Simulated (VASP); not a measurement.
Set up this calculation in VASP 6.6.1, as the native input.

```yaml
Task: single point
Functional: PBE
Potentials_or_basis: VASP PAW PBE potentials, release 64 (Ga_d, N)
Cutoff: 520 eV
k_mesh: 10 × 10 × 10
Occupations: gaussian, width 0.05 eV
Spin: no spin polarisation
Dipole_correction: no
Further_INCAR_settings: ALGO = Normal; EDIFF = 1e-06; NBANDS = 16
```

The structure of GaN lies in POSCAR:

```
GaN
1.0
    0.0000000000      2.3098381227      2.2535006075
    2.3098381227      0.0000000000      2.2535006075
    2.3098381227      2.3098381227      0.0000000000
Ga N
1 1
Direct
    0.0000000000      0.0000000000      0.0000000000
    0.7500000000      0.7500000000      0.7500000000
```

This cell differs from its parent crystal: strain +0.025 along x and y, +0.000 along z.

One way to write it, as run:

INCAR

```
  ALGO = Normal
  EDIFF = 1E-6
  ENCUT = 520
  GGA = PE
  ISIF = 2
  ISMEAR = 0
  LASPH = T
  LCHARG = F
  LREAL = F
  LWAVE = F
  NBANDS = 16
  NELM = 60
  PREC = Accurate
  SIGMA = 0.05
```

KPOINTS

```
k-points
0
Gamma
  10 10 10
```

Potentials or basis: VASP PAW PBE potentials, release 64 (Ga_d, N).

Launch:

```bash
$ cat potpaw_PBE.64/Ga_d/POTCAR potpaw_PBE.64/N/POTCAR > POTCAR
$ mpirun -np 1 vasp_std > vasp.out
```

It gave:

```yaml
Pressure: -3.5 GPa
Band_gap_on_the_k_mesh: 1.33 eV, direct
```

Caveat: the cell differs from its parent crystal (strain +0.025 along x and y, +0.000 along z).

Run time: 18 s on 1 thread of AMD EPYC 9R45 96-Core Processor (Zen 5) (shared host), peak memory 0.13 GiB.
